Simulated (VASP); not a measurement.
A run of VASP 6.6.1 is set up as follows.

The input INCAR:

```
PREC     = Accurate       # precision mode
ENCUT    = 600            # plane-wave cutoff, eV
EDIFF    = 1E-6           # SCF threshold, eV
ISMEAR   = -1             # smearing method
SIGMA    = 0.05           # smearing width, eV
LREAL    = False          # projectors in reciprocal space
LASPH    = True           # aspherical terms in the spheres
NELM     = 200            # most SCF steps
ALGO     = Normal         # electronic algorithm
ISIF     = 2              # what is computed and relaxed
LWAVE    = False          # write WAVECAR
LCHARG   = False          # write CHGCAR
ISPIN    = 2              # spin polarisation
MAGMOM   = 9.1 0          # initial moments
LORBIT   = 11             # projections on sites
LMAXMIX  = 6              # l up to which the mixer works
LDAU     = True           # DFT+U
LDAUTYPE = 2            
LDAUL    = 3 -1           # shell
LDAUU    = 3 0            # U, eV
LDAUJ    = 0 0          
LDAUPRINT= 1            
GGA      = PE             # functional
NBANDS   = 22             # bands
GGA_COMPAT= False
```

Contents of KPOINTS:

```
regular mesh
0
Gamma
  7 7 7
```

Contents of POSCAR:

```
EuS
1.0
    0.0000000000      2.9785000000      2.9785000000
    2.9785000000      0.0000000000      2.9785000000
    2.9785000000      2.9785000000      0.0000000000
Eu S
1 1
Direct
    0.0000000000      0.0000000000      0.0000000000
    0.5000000000      0.5000000000      0.5000000000
```

Potentials or basis: VASP PAW PBE potentials, release 64 (Eu, S).

The run is started by

```console
$ cat potpaw_PBE.64/Eu/POTCAR potpaw_PBE.64/S/POTCAR > POTCAR
$ mpirun -np 1 vasp_std > vasp.out
```

(1) Predict the net moment.

(2) Predict the band gap on the k mesh.

(3) Predict the site moments.

(4) What does it give for the pressure?

Answers

(1) 7.00 μB per cell.

(2) zero (filled and empty bands overlap).

(3) Eu +6.67; S -0.07 μB.

(4) -0.6 GPa.

Caveat: spin-orbit coupling is left out, which moves the levels of the heavy elements; a cell with one magnetic atom can't hold antiferromagnetic order, which such compounds often take.

**The experiment to reproduce.**

“Crystal-field mediated electronic transitions of EuS up to 35 GPa”, 2022, pmc:8786971 reports, for a powder of EuS at 300 K: band gap 1.72 eV (optical).

Measured gap of EuS: 1.72 eV (optical; 300 K; powder; “Crystal-field mediated electronic transitions of EuS up to 35 GPa”, 2022, pmc:8786971). This calculation gives 0.00 eV (-1.72 eV). So large a miss can be the level of theory's own, or it may mean another phase, state or a wrong row. Spin-orbit coupling on Eu is left out. The value is that of PBE+U on a finite k mesh, which can miss the band edges, without temperature or zero-point motion. The run's magnetic order (collinear spin, ferromagnetic start) needn't be the measured crystal's.
